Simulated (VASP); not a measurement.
# Al in VASP: a series of runs

Runs on Al. Level: PBE. Tasks: single point.

Program: VASP 6.6.1. These are calculated values, not measurements. Logs are shortened: lines on timing, memory, paths and dates and some standing lists are left out, and cuts for length are marked.

## 1. The cell of the first run

Symmetry: P6/mmm, No. 191, hexagonal system. The conventional cell has a = 4.551 Å, b = 4.551 Å, c = 2.758 Å, α = 90.00°, β = 90.00°, γ = 120.00°. Al (site symmetry -6m2) has 5 Al at 2.63 to 2.76 Å within 3.5 Å.

## 2. Single point, PBE

Input file INCAR:

```
SYSTEM = Al
  ALGO = Normal
  EDIFF = 1E-6
  ENCUT = 520
  GGA = PE
  ISIF = 2
  ISMEAR = -1
  LASPH = .TRUE.
  LCHARG = .TRUE.
  LELF = .TRUE.
  LREAL = .FALSE.
  LVHAR = .TRUE.
  LWAVE = .FALSE.
  NBANDS = 10
  NELM = 80
  PREC = Accurate
  SIGMA = 0.05
```

Input file KPOINTS:

```
k-points
0
G
  7 7 10
  0 0 0
```

Input file POSCAR:

```
Al
1.0
    4.5507067782      0.0000000000      0.0000000000
   -2.2753533891      3.9410279754      0.0000000000
    0.0000000000      0.0000000000      2.7584277928
Al
2
Direct
    0.3333300000      0.6666700000      0.0000000000
    0.6666700000      0.3333300000      0.0000000000
```

Potentials or basis: VASP PAW PBE potentials, release 64 (Al).

Launch:

```bash
cat potpaw_PBE.64/Al/POTCAR > POTCAR
mpirun -np 1 vasp_std > vasp.out
```

OUTCAR:

```text
SYSTEM = Al
   EDIFF = 1E-6
   ENCUT = 520
   GGA = PE
   ISIF = 2
   ISMEAR = -1
   LASPH = .TRUE.
   LREAL = .FALSE.
   NELM = 80
   PREC = Accurate

 ion  position               nearest neighbor table
   1  0.333  0.667  0.000-   2 2.63   2 2.63   2 2.63
   2  0.667  0.333  0.000-   1 2.63   1 2.63   1 2.63

  LATTYP: Found a hexagonal cell.
 ALAT       =     4.5507067782
 C/A-ratio  =     0.6061537091

  Lattice vectors:

 A1 = (   4.5507067782,   0.0000000000,   0.0000000000)
 A2 = (  -2.2753533891,   3.9410279754,   0.0000000000)
 A3 = (   0.0000000000,   0.0000000000,   2.7584277928)

Analysis of symmetry for initial positions (statically):
=====================================================================
 Subroutine PRICEL returns:
 Original cell was already a primitive cell.

 Routine SETGRP: Setting up the symmetry group for a
 hexagonal supercell.

 Subroutine GETGRP returns: Found  8 space group operations
 (whereof  8 operations were pure point group operations)
 out of a pool of 24 trial point group operations.

The static configuration has the point symmetry D_2h.

Analysis of symmetry for dynamics (positions and initial velocities):
=====================================================================
 Subroutine PRICEL returns:
 Original cell was already a primitive cell.

 Routine SETGRP: Setting up the symmetry group for a
 hexagonal supercell.

 Subroutine GETGRP returns: Found  8 space group operations
 (whereof  8 operations were pure point group operations)
 out of a pool of 24 trial point group operations.

The dynamic configuration has the point symmetry D_2h.

 Subroutine INISYM returns: Found  8 space group operations
 (whereof  8 operations are pure point group operations),
 and found     1 'primitive' translations

----------------------------------------------------------------------------------------

                                     Primitive cell

  volume of cell :      49.4709

  direct lattice vectors                    reciprocal lattice vectors
     4.550706778  0.000000000  0.000000000     0.219746085  0.126870452  0.000000000
    -2.275353389  3.941027975  0.000000000     0.000000000  0.253740904  0.000000000
     0.000000000  0.000000000  2.758427793     0.000000000  0.000000000  0.362525350

  length of vectors
     4.550706778  4.550707038  2.758427793     0.253740918  0.253740904  0.362525350

  position of ions in fractional coordinates (direct lattice)
     0.333330000  0.666670000  0.000000000
     0.666670000  0.333330000  0.000000000

  ion indices of the primitive-cell ions
   primitive index   ion index
                 1           1
                 2           2

----------------------------------------------------------------------------------------

 KPOINTS: k-points

Automatic generation of k-mesh.
 Grid dimensions read from file:
 generate k-points for:    7    7   10

 Generating k-lattice:

  Cartesian coordinates                     Fractional coordinates (reciprocal lattice)
     0.031392298  0.018124350  0.000000000     0.142857143  0.000000000  0.000000000
     0.000000000  0.036248701  0.000000000     0.000000000  0.142857143  0.000000000
     0.000000000  0.000000000  0.036252535     0.000000000  0.000000000  0.100000000

  Length of vectors
     0.036248703  0.036248701  0.036252535

  Shift w.r.t. Gamma in fractional coordinates (k-lattice)
     0.000000000  0.000000000  0.000000000

 Subroutine IBZKPT returns following result:
 ===========================================

 Found     96 irreducible k-points:

 Following reciprocal coordinates:
            Coordinates               Weight
  0.000000  0.000000  0.000000      1.000000
  0.142857 -0.000000  0.000000      4.000000
 -0.142857  0.142857  0.000000      2.000000
  0.285714  0.000000  0.000000      4.000000
 -0.285714  0.285714  0.000000      2.000000
  0.428571 -0.000000  0.000000      4.000000
[... 16 lines left out ...]
 -0.428571  0.428571  0.100000      4.000000
  0.142857  0.142857  0.100000      4.000000
 [... further k-points ...]
   k-points           NKPTS =     96   k-points in BZ     NKDIM =     96   number of bands    NBANDS=     10
   number of dos      NEDOS =    301   number of ions     NIONS =      2
   total plane-waves  NPLWV =  31104
   dimension x,y,z NGX =    36 NGY =   36 NGZ =   24
   dimension x,y,z NGXF=    72 NGYF=   72 NGZF=   48
   ions per type =               2
   NGX,Y,Z   is equivalent  to a cutoff of  13.15, 13.15, 14.46 a.u.
   NGXF,Y,Z  is equivalent  to a cutoff of  26.30, 26.30, 28.93 a.u.
 SYSTEM =  Al
   PREC   = accura    normal or accurate (medium, high low for compatibility)
   ISTART =      0    job   : 0-new  1-cont  2-samecut
   ICHARG =      2    charge: 1-file 2-atom 10-const
   ISPIN  =      1    spin polarized calculation?
   LNONCOLLINEAR =      F non collinear calculations
   LSORBIT =      F    spin-orbit coupling
   LASPH  =      T    aspherical Exc in radial PAW
   ENCUT  =  520.0 eV  38.22 Ry    6.18 a.u.   8.46  8.46  5.13*2*pi/ulx,y,z
   NELM   =     80;   NELMIN=  2; NELMDL= -5     # of ELM steps
   EDIFF  = 0.1E-05   stopping-criterion for ELM
   LREAL  =      F    real-space projection
   EDIFFG = 0.1E-04   stopping-criterion for IOM
   NSW    =      0    number of steps for IOM
   IBRION =     -1    ionic relax: 0-MD 1-quasi-New 2-CG
   NFREE  =      0    steps in history (QN), initial steepest desc. (CG)
   ISIF   =      2    stress and relaxation
   ISYM   =      2    0-nonsym 1-usesym 2-fastsym
   POTIM  = 0.5000    time-step for ionic-motion
   TEBEG  =    0.0;   TEEND  =   0.0 temperature during run
   PSTRESS=    0.0 pullay stress
   NELECT =       6.0000    total number of electrons
   NUPDOWN=      -1.0000    fix difference up-down
   EMIN   =  10.00;   EMAX   =-10.00  energy-range for DOS
   EFERMI =   0.00;   METHOD = LEGACY
   ISMEAR =    -1;   SIGMA  =   0.05  broadening in eV -4-tet -1-fermi 0-gaus
   EFERMI_NEDOS =   21; number of points for ismear=-14 and -15
   IALGO  =     38    algorithm
   IMIX   =      4    mixing-type and parameters
     AMIX     =   0.40;   BMIX     =  1.00
     AMIX_MAG =   1.60;   BMIX_MAG =  1.00
  volume/ion in A,a.u.               =      24.74       166.92
  Fermi-wavevector in a.u.,A,eV,Ry     =   0.810355  1.531349  8.934606  0.656675
  Thomas-Fermi vector in A             =   1.919515
   LORBIT       =      0    0 simple, 1 ext, 2 COOP (PROOUT), +10 PAW based schemes
   GGA     = PE    functional components
   LHFCALC =     F    Hartree Fock is set to
   AEXX    =    0.0000 exact exchange contribution
   IVDW    =     0    specifies the selected vdW correction
   LEPSILON=     F    determine dielectric tensor
   LRPA    =     F    only Hartree local field effects (RPA)
 non-spin polarized calculation
  energy-cutoff  :      520.00
  volume of cell :       49.47
 maximum number of plane-waves:      1378
 NGX is ok and might be reduce to    36
   NGX = 17   NGY = 17   NGZ = 11

 number of electron       6.0000000 magnetization

 Free energy of the ion-electron system (eV)
  ---------------------------------------------------
  ext. energy  EPLUGINS =         0.00000000
  ---------------------------------------------------
  free energy    TOTEN  =        -6.51697172 eV

  energy without entropy =       -6.51173913  energy(sigma->0) =       -6.51435542

 E-fermi :   3.9074     XC(G=0):  -8.4585

 val. band max:        3.8788600308   @ k =  -0.2857   0.2857   0.5000
 cond. band min:       3.9422234298   @ k =   0.4286   0.4286   0.4000
 fundamental gap:      0.0633633990
 Fermi energy:         3.9073674310

 k-point     1 :       0.0000    0.0000    0.0000
  band No.  band energies     occupation
      1      -4.8330      2.00000
      2       3.0782      2.00000
      3       3.0784      2.00000
      4       3.3811      1.99995
      5       6.1506      0.00000
      6       6.1509      0.00000
      7       9.4100      0.00000
      8      13.1723      0.00000
      9      13.7948      0.00000
     10      19.4430      0.00000

 k-point     2 :       0.1429   -0.0000    0.0000
  band No.  band energies     occupation
      1      -4.6616      2.00000
      2       1.3908      2.00000
      3       2.7871      2.00000
      4       4.6254      0.00000
      5       6.2495      0.00000
      6       6.7998      0.00000
      7      10.3962      0.00000
      8      13.3134      0.00000
      9      13.8368      0.00000
     10      18.2970      0.00000

 k-point     3 :      -0.1429    0.1429    0.0000
  band No.  band energies     occupation
      1      -4.6616      2.00000
      2       1.3909      2.00000
      3       2.7870      2.00000
      4       4.6253      0.00000
      5       6.2494      0.00000
      6       6.8000      0.00000
      7      10.3962      0.00000
      8      13.3134      0.00000
      9      13.8368      0.00000
     10      18.2976      0.00000

 k-point     4 :       0.2857    0.0000    0.0000
  band No.  band energies     occupation
      1      -4.1627      2.00000
      2      -0.2991      2.00000
      3       2.3242      2.00000
      4       4.4288      0.00006
      5       7.8779      0.00000
      6       8.3336      0.00000
      7      12.3873      0.00000
      8      13.7221      0.00000
      9      13.7982      0.00000
     10      15.6731      0.00000
[... 222 lines left out ...]
 k-point    22 :       0.4286   -0.0000    0.1000
  band No.  band energies     occupation
      1      -3.2618      2.00000
      2      -1.4375      2.00000
      3       2.2202      2.00000
      4       4.2848      0.00105
      5       9.8393      0.00000
      6      10.5518      0.00000
      7      10.9987      0.00000
      8      13.0373      0.00000
      9      13.4080      0.00000
     10      14.0244      0.00000

 k-point    23 :      -0.4286    0.4286    0.1000
  band No.  band energies     occupation
      1      -3.2619      2.00000
      2      -1.4373      2.00000
      3       2.2201      2.00000
      4       4.2847      0.00106
      5       9.8392      0.00000
      6      10.5518      0.00000
      7      10.9988      0.00000
      8      13.0374      0.00000
      9      13.4079      0.00000
     10      14.0246      0.00000

 k-point    24 :       0.1429    0.1429    0.1000
  band No.  band energies     occupation
      1      -4.1330      2.00000
      2       0.3825      2.00000
      3       2.3017      2.00000
      4       5.6377      0.00000
      5       6.2903      0.00000
      6       8.5838      0.00000
      7      10.2667      0.00000
      8      12.6445      0.00000
      9      15.1488      0.00000
     10      15.5984      0.00000

 [... further k-points ...]
[... 5 lines left out ...]
  --------------------------------------------------------------------------------------
  -------------------------------------------------------------------------------------
  Total        0.0163938      0.0167448     -0.2314254      0.0003040      0.0000000      0.0000000
  in kB        0.5309332      0.5423011     -7.4949984      0.0098449      0.0000000      0.0000000
  external PRESSURE =      -2.1405880 kB  Pullay stress =       0.0000000 kB

 VOLUME and BASIS-vectors are now :
 -----------------------------------------------------------------------------
  energy-cutoff  :      520.00
  volume of cell :       49.47
      direct lattice vectors                 reciprocal lattice vectors
     4.550706778  0.000000000  0.000000000     0.219746085  0.126870452  0.000000000
    -2.275353389  3.941027975  0.000000000     0.000000000  0.253740904  0.000000000
     0.000000000  0.000000000  2.758427793     0.000000000  0.000000000  0.362525350

 POSITION                                       TOTAL-FORCE (eV/Angst)
 -----------------------------------------------------------------------------------
     -0.00002      2.62737      0.00000         0.000267     -0.000154      0.000000
      2.27538      1.31366      0.00000        -0.000267      0.000154      0.000000
 -----------------------------------------------------------------------------------
    total drift:                               -0.000000      0.000000     -0.000000

  FREE ENERGIE OF THE ION-ELECTRON SYSTEM (eV)
  ---------------------------------------------------
  free  energy   TOTEN  =        -6.5169717161 eV

  energy  without entropy=       -6.5117391298  energy(sigma->0) =       -6.51435542
```

Wall time 11 s (1 thread of Intel Xeon 6975P-C (Granite Rapids), shared host); peak memory 0.19 GiB.

Results:

* Free energy: -6.5170 eV
* Pressure: -0.2 GPa
* Band gap on the k mesh: zero (band 3 reaches 6.27 eV, above the bottom of band 4 at 2.95 eV)

Stress tensor (GPa, compression positive):
```
 0.05  0.00  0.00
 0.00  0.05  0.00
 0.00  0.00 -0.75
```

## 3. Single point, PBE

This run uses another cell than the first one, of 25.21 Å³/atom, 1.019 times its volume.

Input file INCAR:

```
PREC = Accurate
ENCUT = 520
EDIFF = 1E-6
ISMEAR = -1
SIGMA = 0.05
LREAL = False
LASPH = True
NELM = 60
ALGO = Normal
ISIF = 2
LWAVE = False
LCHARG = False
GGA = PE
NBANDS = 10
```

Input file KPOINTS:

```
Automatic mesh
0
Gamma
  7 7 10
```

Input file POSCAR:

```
Al
1.0
    4.5796929532      0.0000000000      0.0000000000
   -2.2898464766      3.9661307412      0.0000000000
    0.0000000000      0.0000000000      2.7759978703
Al
2
Direct
    0.3333300000      0.6666700000      0.0000000000
    0.6666700000      0.3333300000      0.0000000000
```

Potentials or basis: VASP PAW PBE potentials, release 64 (Al).

Launch:

```bash
cat potpaw_PBE.64/Al/POTCAR > POTCAR
mpirun -np 1 vasp_std > vasp.out
```

Wall time 10 s (1 thread of Intel Xeon 6975P-C (Granite Rapids), shared host); peak memory 0.19 GiB.

The run converged. Its results:

| Property | Result |
| --- | --- |
| Free energy | -6.5133 eV |
| Pressure | -1.0 GPa |
| Band gap on the k mesh | zero (band 3 reaches 6.09 eV, above the bottom of band 4 at 2.84 eV) |

Stress tensor (GPa, compression positive):
```
-0.77  0.00  0.00
 0.00 -0.77  0.00
 0.00  0.00 -1.49
```

Levels at points of the mesh, in eV from the Fermi level:
| k point | band 1 | band 2 | band 3 | band 4 | band 5 | band 6 |
| --- | --- | --- | --- | --- | --- | --- |
| (0.00, 0.00, 0.00) | -8.65 | -0.81 | -0.81 | -0.59 | 2.25 | 2.25 |
| (0.00, 0.00, 0.50) | -4.44 | -3.44 | 2.32 | 2.32 | 2.65 | 5.40 |

## 4. Single point, PBE (atoms moved at random)

Input file INCAR:

```
PREC     = Accurate       # precision mode
ENCUT    = 520            # plane-wave cutoff, eV
EDIFF    = 1E-6           # SCF threshold, eV
ISMEAR   = -1             # smearing method
SIGMA    = 0.05           # smearing width, eV
LREAL    = False          # projectors in reciprocal space
LASPH    = True           # aspherical terms in the spheres
NELM     = 60             # most SCF steps
ALGO     = Fast           # electronic algorithm
ISIF     = 2              # what is computed and relaxed
LWAVE    = False          # write WAVECAR
LCHARG   = True           # write CHGCAR
GGA      = PE             # functional
LELF     = True           # ELF
LVHAR    = True         
NBANDS   = 10             # bands
```

KPOINTS is that of step 3.

Input file POSCAR:

```
Al
1.0
    4.4916000000      0.0000000000      0.0000000000
   -2.2458000000      3.8898400000      0.0000000000
    0.0000000000      0.0000000000      2.7226000000
Al
2
Direct
    0.3165590000      0.6576810000      0.0119440000
    0.6603450000      0.3209100000     -0.0248460000
```

Launch:

```bash
cat potpaw_PBE.64/Al/POTCAR > POTCAR
mpirun -np 1 vasp_std > vasp.out
```

Run time: 30 s. Hardware: 1 thread of Intel Xeon 6975P-C (Granite Rapids), shared host; peak memory 0.22 GiB.

It converged, with:

| Quantity | Value |
| --- | --- |
| Free energy | -6.5057 eV |
| Pressure | 1.6 GPa |
| Largest force | 0.380 eV/Å |
| Band gap on the k mesh | zero (band 3 reaches 6.54 eV, above the bottom of band 4 at 3.12 eV) |

Forces on the atoms (eV/Å):
```
Al   0.348 -0.067  0.137
Al  -0.348  0.067 -0.137
```

Stress tensor (GPa, compression positive):
```
 1.64  1.39  0.10
 1.39  2.25 -0.02
 0.10 -0.02  0.99
```

Levels at points of the mesh, in eV from the Fermi level:
```
           k point  band 1  band 2  band 3  band 4  band 5  band 6  band 7
(0.00, 0.00, 0.00)   -8.95   -0.99   -0.75   -0.41    2.09    2.35    5.52
(0.00, 0.00, 0.50)   -4.49   -3.65    2.33    2.60    2.82    5.28    5.51
```

Caveat: the cell differs from its parent crystal (atoms moved at random).

## 5. Summary

| cell | gap on the mesh (eV) | pressure (GPa) |
| --- | --- | --- |
| a = 4.551, b = 4.551, c = 2.758 Å, angles 90.0, 90.0, 120.0°, 2 atoms | none | -0.2 |
| a = 4.580, b = 4.580, c = 2.776 Å, angles 90.0, 90.0, 120.0°, 2 atoms | none | -1.0 |
| a = 4.492, b = 4.492, c = 2.723 Å, angles 90.0, 90.0, 120.0°, 2 atoms | none | 1.6 |

Alike in all rows: task single point; level PBE; potentials or basis VASP PAW PBE potentials, release 64 (Al); no spin polarisation; k mesh 7 × 7 × 10; cutoff (eV) 520; smearing fermi-dirac 0.05 eV.

Total energies depend on the potentials used, so only differences within one code and one set of settings carry meaning.
